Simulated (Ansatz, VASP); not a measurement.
# AlN in VASP and in Ansatz

```
Al N
1.0
     3.31348    0.00000    0.00000
    -1.65674    2.86956    0.00000
     0.00000    0.00000    4.18759
Al N
2 2
Direct
  0.33692 0.67383 0.78055
  0.67025 0.34050 0.28055
  0.32643 0.65287 0.19116
  0.65977 0.31953 0.69116
```

Change from the starting cell: mode 4 frozen in at -0.246 Å and mode 10 at -0.040 Å (largest displacements).

Alike in both runs: task single point; functional PBE; k mesh 9 × 9 × 6; occupations gaussian, width 0.05 eV; no spin polarisation.

```csv
,VASP,Ansatz
version,VASP 6.6.1,Ansatz 0.2.0
potentials or method,"VASP PAW PBE potentials, release 64 (Al, N), cutoff 520 eV","scalar-relativistic, plane waves, PAW"
valence electrons in the cell,16,16
```

|  | VASP | Ansatz | Ansatz less VASP |
| --- | --- | --- | --- |
| gap on the k mesh at the Fermi level (eV) | 3.79 | 3.78 | -0.008 |
| least direct gap on the mesh (eV) | 3.79 | 3.78 | -0.008 |
| pressure (GPa) | 15.0 | 15.1 | +0.12 |
| traceless stress, the component that is largest in VASP (GPa) | 43.61 | 43.34 | -0.273 |
| rms of the force components (eV/Å) | 1.939 | 1.932 | -0.0070 |

Atom by atom the forces differ by 0.007 eV/Å (rms over components).
